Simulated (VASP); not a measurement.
## N: single point with PBEsol+D4

Crystal: N.

```xyz
4
Lattice="4.1672 0.0000 0.0000 -2.0836 3.6089 0.0000 0.0000 0.0000 7.0060" Properties=species:S:1:pos:R:3 pbc="T T T"
N     0.0000    2.4060    2.3045
N     0.0000    2.4060    1.1985
N     2.0836    1.2030    5.8075
N     2.0836    1.2030    4.7015
```

```yaml
Program: VASP 6.6.1
Task: single point
Functional: PBEsol
Dispersion: D4
Potentials_or_basis: VASP PAW PBE potentials, release 64 (N)
Cutoff: 520 eV
k_mesh: 4 × 4 × 2
Occupations: methfessel-paxton, width 0.01 eV
Spin: no spin polarisation
Dipole_correction: no
Further_INCAR_settings: ALGO = Normal; EDIFF = 1e-07; NBANDS = 18
```

```yaml
Pressure: 0.8 GPa
Largest_force: 0.891 eV/Å
Band_gap_on_the_k_mesh: 7.06 eV, indirect (least direct gap 7.28 eV)
Dispersion_energy_per_atom: -0.026 eV
```

Forces in eV/Å, atoms in the order of the input:
```
N    0.000  0.000  0.891
N    0.000  0.000 -0.891
N    0.000  0.000  0.891
N    0.000  0.000 -0.891
```

Stress tensor (GPa, compression positive):
```
-0.17  0.00  0.00
 0.00 -0.17  0.00
 0.00  0.00  2.79
```

Levels at points of the mesh, in eV from the valence-band top:
| k point | band 6 | band 7 | band 8 | band 9 | band 10 | band 11 | band 12 | band 13 | band 14 | band 15 |
| --- | --- | --- | --- | --- | --- | --- | --- | --- | --- | --- |
| (0.00, 0.00, 0.00) | -1.84 | -1.74 | -1.74 | -1.10 | 0.00 | 7.69 | 7.69 | 8.16 | 8.16 | 10.04 |
| (0.50, 0.00, 0.00) | -2.04 | -1.93 | -1.77 | -0.56 | -0.22 | 7.08 | 7.41 | 7.77 | 8.26 | 11.45 |
| (0.00, 0.00, 0.50) | -1.79 | -1.79 | -1.79 | -0.50 | -0.50 | 7.91 | 7.91 | 7.91 | 7.91 | 10.19 |
| (0.50, 0.00, 0.50) | -2.04 | -1.85 | -1.85 | -0.43 | -0.43 | 7.43 | 7.43 | 7.81 | 7.81 | 12.21 |

It took 19 s on 1 thread of Intel Xeon 8259CL, with other jobs on the host, peak memory 0.21 GiB.

Caveat: the k points lie up to 0.45 Å⁻¹ apart; the standard files for N, O and F lose accuracy on very short bonds; the PAW data sets were made with another functional, which shifts forces and pressure a little. A k mesh can miss the band edges.
